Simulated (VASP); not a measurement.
Wanted: the native input for a VASP 6.6.1 run.

* Task: single point
* Functional: PBEsol
* Potentials or basis: VASP PAW PBE potentials, release 64 (Hf_pv, C)
* Cutoff: 520 eV
* k mesh: 12 × 12 × 6
* Occupations: gaussian, width 0.05 eV
* Spin: no spin polarisation
* Dipole correction: no
* Further INCAR settings: ALGO = Normal; EDIFF = 1e-06; NBANDS = 22

The structure of HfC lies in POSCAR:

```
HfC
1.0
    3.2657921833      0.0000000000      0.0000000000
   -1.6328960916      2.8282589942      0.0000000000
    0.0000000000      0.0000000000      5.7663094959
Hf C
2 2
Direct
    0.0000000000      0.0000000000      0.0000000000
    0.0000000000      0.0000000000      0.5000000000
    0.3333333333      0.6666666667      0.2500000000
    0.6666666667      0.3333333333      0.7500000000
```

These files were run (other wordings do the same):

INCAR

```
PREC = Accurate
ENCUT = 520
EDIFF = 1E-6
ISMEAR = 0
SIGMA = 0.05
LREAL = F
LASPH = T
NELM = 60
ALGO = Normal
ISIF = 2
LWAVE = F
LCHARG = T
GGA = PS
LELF = T
LVHAR = T
NBANDS = 22
```

KPOINTS

```
Automatic mesh
0
Gamma
  12 12 6
```

Potentials or basis: VASP PAW PBE potentials, release 64 (Hf_pv, C).

Run with:

```bash
$ cat potpaw_PBE.64/Hf_pv/POTCAR potpaw_PBE.64/C/POTCAR > POTCAR
$ mpirun -np 1 vasp_std > vasp.out
```

It gave:

* Pressure: -6.6 GPa
* Band gap on the k mesh: zero (bands 14 and 15 overlap by 1.54 eV)

Caveat: the cell stands under tension; the PAW data sets were made with another functional, which shifts forces and pressure a little; spin-orbit coupling is left out, which moves the levels of the heavy elements.

It took 100 s on 1 thread of AMD EPYC 7R13, on a shared host, peak memory 0.22 GiB.
